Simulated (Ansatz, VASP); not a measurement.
## Two plane-wave programs on InRu3

```
In Ru
1.0
     0.00000    3.14605    3.14605
     3.14605    0.00000    3.14605
     3.14605    3.14605    0.00000
In Ru
1 3
Direct
  0.00000 0.00000 0.00000
  0.25000 0.25000 0.25000
  0.75000 0.75000 0.75000
  0.50000 0.50000 0.50000
```

Change from the starting cell: species swapped into the PmCd3 type (Fm-3m, No. 225).

Alike in both runs: functional PBE; k mesh 12 × 12 × 12; occupations gaussian, width 0.1 eV; collinear spin.

Ansatz relaxed the structure, and its values are those at the end. VASP's run is a single point on that final structure, the one shown.

```csv
,VASP,Ansatz
version,VASP 6.6.1,Ansatz 0.2.0
potentials or method,"VASP PAW PBE potentials, release 64 (In_d, Ru_pv), cutoff 520 eV","scalar-relativistic, plane waves, PAW"
valence electrons in the cell,55,61
```

|  | VASP | Ansatz | Ansatz less VASP |
| --- | --- | --- | --- |
| gap on the k mesh at the Fermi level (eV) | none | none | - |
| pressure (GPa) | 0.0 | 0.0 | -0.01 |
| net moment per atom (μB) | 0.40 | 0.40 | +0.002 |
| size of the moment on the site where the two differ most (μB) | 1.12 | 1.09 | -0.028 |

Site moments also hang on the region over which each program counts them. A gap of «none» marks a metal or a gap that the smearing closes. The functional is the same, so the differences come from potentials, cutoffs and numerics. VASP's potentials hold 55 valence electrons a cell and Ansatz's 61, so a difference there can come from the potentials and not from the codes.
